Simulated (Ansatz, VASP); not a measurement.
Two plane-wave programs on Al3Cu

POSCAR

```
Al3Cu
1.0
    2.7737808638      0.0000000000      0.0000000000
    0.0000000000      2.7737808638      0.0000000000
    0.0000000000      0.0000000000      7.5918631133
Al Cu
3 1
Direct
    0.0000000000      0.0000000000      0.5000000000
    0.5000000000      0.5000000000      0.2226430006
    0.5000000000      0.5000000000      0.7773569994
    0.0000000000      0.0000000000      0.0000000000
```

Contents of INCAR.step1:

```
SYSTEM = Al3Cu
ALGO = Normal
EDIFF = 1E-4
ENCUT = 520
GGA = PE
ISMEAR = 0
LASPH = .TRUE.
LCHARG = .FALSE.
LREAL = .FALSE.
LWAVE = .TRUE.
NBANDS = 18
NELM = 60
PREC = Accurate
SIGMA = 0.15
```

File INCAR.step2:

```
SYSTEM = Al3Cu
ALGO = Normal
EDIFF = 1E-7
ENCUT = 520
ISIF = 2
ISMEAR = 0
ISTART = 1
LASPH = .TRUE.
LCHARG = .FALSE.
LMIXTAU = .TRUE.
LREAL = .FALSE.
LWAVE = .FALSE.
METAGGA = R2SCAN
NBANDS = 18
NELM = 60
PREC = Accurate
SIGMA = 0.15
```

Contents of KPOINTS:

```
k-points
0
G
  18 18 6
  0 0 0
```

Input for Ansatz:

```yaml
crystal:
  lattice:
    - [2.7737808629, 0.0, 0.0]
    - [0.0, 2.7737808629, 0.0]
    - [0.0, 0.0, 7.591863114]
  atoms:
    - { symbol: Al, position: [0.0, 0.0, 0.5] }
    - { symbol: Al, position: [0.5, 0.5, 0.2226430005] }
    - { symbol: Al, position: [0.5, 0.5, 0.7773569995] }
    - { symbol: Cu, position: [0.0, 0.0, 0.0] }
basis:
  ecutwfc: 500
kpoints:
  mp_grid: { grid: [18, 18, 6] }
hamiltonian:
  xc: r2scan
scf:
  occupations: { method: gaussian, width: 0.15 }
output:
  forces: true
  stress: true
  eigenvalues: true
```

Alike in both runs: task single point; functional r2SCAN; k mesh 18 × 18 × 6; occupations gaussian, width 0.15 eV; no spin polarisation.

|  | VASP | Ansatz |
| --- | --- | --- |
| version | VASP 6.6.1 | Ansatz 0.2.0 |
| potentials or method | VASP PAW PBE potentials, release 64 (Al, Cu), cutoff 520 eV | scalar-relativistic, plane waves, PAW |
| valence electrons in the cell | 20 | 28 |

```csv
,VASP,Ansatz,Ansatz less VASP
gap on the k mesh at the Fermi level (eV),none,none,-
pressure (GPa),-0.2,0.0,+0.19
rms of the force components (eV/Å),0.024,0.017,-0.0072
```

VASP's potentials were made for PBE, not for r2SCAN. Atom by atom the forces differ by 0.007 eV/Å (rms over components). A gap of «none» marks a metal or a gap that the smearing closes. With one functional, cell and mesh, what is left measures potentials, basis and numerics. VASP's potentials hold 20 valence electrons a cell and Ansatz's 28, so a difference there can come from the potentials and not from the codes.
